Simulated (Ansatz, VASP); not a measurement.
BN in VASP and in Ansatz

```xyz
2
Lattice="0.0000 1.8075 1.8075 1.8075 0.0000 1.8075 1.8075 1.8075 0.0000" Properties=species:S:1:pos:R:3 pbc="T T T"
B     0.0000    0.0000    0.0000
N     2.7113    2.7113    2.7113
```

Alike in both runs: task electric field gradients; functional LDA; k mesh 13 × 13 × 13; occupations fermi-dirac, width 0.03 eV; no spin polarisation.

|  | VASP | Ansatz |
| --- | --- | --- |
| version | VASP 6.6.1 | Ansatz 0.2.0 |
| potentials or method | VASP PAW LDA potentials, release 64 (B, N) | PAW with Ansatz's default frozen-core files, scalar-relativistic |
| plane-wave cutoff (eV) | 520 | 420 |
| valence electrons in the cell | 8 | 8 |

VASP gave:

- gap on the k mesh at the Fermi level (eV): 4.42
- pressure (GPa): -10.1

What did Ansatz give for the same quantities?

gap on the k mesh at the Fermi level (eV): 4.44; pressure (GPa): -11.0.

LDA's correlation is that of Perdew and Zunger in VASP and of Perdew and Wang (1992) in Ansatz.
